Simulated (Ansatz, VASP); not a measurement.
# One calculation of MgO, two programs

File INCAR:

```
  PREC = Accurate
  ENCUT = 520
  EDIFF = 1E-7
  ISMEAR = 0
  SIGMA = 0.05
  LREAL = False
  LASPH = True
  NELM = 60
  ALGO = Normal
  ISIF = 2
  LWAVE = False
  LCHARG = True
  GGA = PE
  LELF = True
  LVHAR = True
  NBANDS = 16
```

File KPOINTS:

```
Automatic mesh
0
Gamma
  9 9 6
```

File POSCAR:

```
MgO
1.0
    3.4010127377      0.0000000000      0.0000000000
   -1.7005063689      2.9453634294      0.0000000000
    0.0000000000      0.0000000000      4.7134523992
Mg O
2 2
Direct
    0.3333333333      0.6666666667      0.0021597400
    0.6666666667      0.3333333333      0.5021597400
    0.3333333333      0.6666666667      0.4024402600
    0.6666666667      0.3333333333      0.9024402600
```

Input for Ansatz:

```yaml
crystal:
  lattice:
    - [3.4010127377, 0.0, 0.0]
    - [-1.7005063689, 2.9453634294, 0.0]
    - [0.0, 0.0, 4.7134523992]
  atoms:
    - { symbol: Mg, position: [0.3333333333, 0.6666666667, 0.00215974] }
    - { symbol: Mg, position: [0.6666666667, 0.3333333333, 0.50215974] }
    - { symbol: O, position: [0.3333333333, 0.6666666667, 0.40244026] }
    - { symbol: O, position: [0.6666666667, 0.3333333333, 0.90244026] }
basis:
  ecutwfc: 420
kpoints:
  mp_grid: { grid: [9, 9, 6] }
hamiltonian:
  xc: pbe
scf:
  occupations: { method: gaussian, width: 0.05 }
output:
  forces: true
  stress: true
  eigenvalues: true
```

Alike in both runs: task single point; functional PBE; k mesh 9 × 9 × 6; occupations gaussian, width 0.05 eV; no spin polarisation.

```csv
,VASP,Ansatz
version,VASP 6.6.1,Ansatz 0.2.0
potentials or method,"VASP PAW PBE potentials, release 64 (Mg, O), cutoff 520 eV","scalar-relativistic, plane waves, PAW"
valence electrons in the cell,16,32
```

Ansatz gave:

| Property | Result |
| --- | --- |
| gap on the k mesh at the Fermi level (eV) | 3.37 |
| least direct gap on the mesh (eV) | 3.37 |
| pressure (GPa) | 3.6 |
| traceless stress, the component that is largest in VASP (GPa) | 11.76 |
| rms of the force components (eV/Å) | 0.638 |

Problem. What did VASP give for the same quantities?

Solution. gap on the k mesh at the Fermi level (eV): 3.35; least direct gap on the mesh (eV): 3.35; pressure (GPa): 3.2; traceless stress, the component that is largest in VASP (GPa): 11.93; rms of the force components (eV/Å): 0.647.

Atom by atom the forces differ by 0.009 eV/Å (rms over components). VASP's potentials hold 16 valence electrons a cell and Ansatz's 32, so a difference there can come from the potentials and not from the codes.
